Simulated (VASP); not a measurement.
Input of a VASP 6.6.1 run:

INCAR

```
SYSTEM = Cd3Se2S
ALGO = Normal
EDIFF = 1E-7
ENCUT = 520
GGA = PE
ISIF = 2
ISMEAR = 0
LASPH = .True.
LCHARG = .False.
LREAL = .False.
LWAVE = .False.
NBANDS = 66
NELM = 100
PREC = Accurate
SIGMA = 0.02
```

File KPOINTS:

```
k-points
0
Gamma
  6 6 2
  0 0 0
```

File POSCAR:

```
Cd3Se2S
1.0
    4.3197321869      0.0000000000      0.0000000000
   -2.1598660934      3.7409978114      0.0000000000
    0.0000000000      0.0000000000     21.1479431000
Cd Se S
6 4 2
Direct
    0.6666666667      0.3333333333      0.1669220000
    0.6666666667      0.3333333333      0.4956190000
    0.6666666667      0.3333333333      0.8381430000
    0.3333333333      0.6666666667      0.9956190000
    0.3333333333      0.6666666667      0.3381430000
    0.3333333333      0.6666666667      0.6669220000
    0.6666666667      0.3333333333      0.2938320000
    0.6666666667      0.3333333333      0.6227710000
    0.3333333333      0.6666666667      0.1227710000
    0.3333333333      0.6666666667      0.7938320000
    0.6666666667      0.3333333333      0.9597130000
    0.3333333333      0.6666666667      0.4597130000
```

Potentials or basis: VASP PAW PBE potentials, release 64 (Cd, Se, S).

Command:

```console
$ cat potpaw_PBE.64/Cd/POTCAR potpaw_PBE.64/Se/POTCAR potpaw_PBE.64/S/POTCAR > POTCAR
$ mpirun -np 1 vasp_std > vasp.out
```

Problem. Estimate the largest force.

Solution. 0.005 eV/Å.

Problem. What does it give for the pressure?

Solution. 0.3 GPa.

Problem. Predict the band gap on the k mesh.

Solution. 0.62 eV.

Forces in eV/Å, atoms in the order of the input:
```
Cd   0.000  0.000  0.003
Cd   0.000  0.000  0.000
Cd   0.000  0.000  0.000
Cd   0.000  0.000  0.000
Cd   0.000  0.000  0.000
Cd   0.000  0.000  0.003
Se   0.000  0.000 -0.005
Se   0.000  0.000 -0.002
Se   0.000  0.000 -0.002
Se   0.000  0.000 -0.005
S    0.000  0.000  0.005
S    0.000  0.000  0.005
```
